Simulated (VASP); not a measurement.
Crystal: Ge.

```
Ge
1.0
    -1.68099    1.68099    1.68099
     1.68099   -1.68099    1.68099
     1.68099    1.68099   -1.68099
Ge
1
Cartesian
  0.0000 0.0000 0.0000
```

This isn't the form of Ge at room conditions, which is diamond.

- Program: VASP 6.6.1
- Task: relaxation of cell and atoms
- Functional: LDA
- Potentials or basis: VASP PAW LDA potentials, release 64 (Ge_d)
- Cutoff: 600 eV
- k mesh: 16 × 16 × 16
- Occupations: fermi-dirac, width 0.08 eV
- Spin: no spin polarisation

At the start: pressure -3.7 GPa; volume 19.00 Å³/atom.

Q: How do energy, volume and symmetry change on relaxing?

A: Over 3 steps the energy falls by 13.0 meV/atom and the volume is 17.93 Å³/atom (-5.6 %); space group Im-3m (No. 229, to 0.1 Å) before and after.

The path:
```
step  energy change (eV)  largest force (eV/Å)  pressure (GPa)  volume (Å³)
   1              0.0000                0.0000           -3.74        19.00
   2             -0.0127                0.0000            0.49        17.81
   3             -0.0130                0.0000           -0.01        17.93
```

Final structure:
```
CELL_PARAMETERS angstrom
-1.64886 1.64886 1.64886
1.64886 -1.64886 1.64886
1.64886 1.64886 -1.64886
ATOMIC_POSITIONS crystal
Ge 0.00000 0.00000 0.00000
```
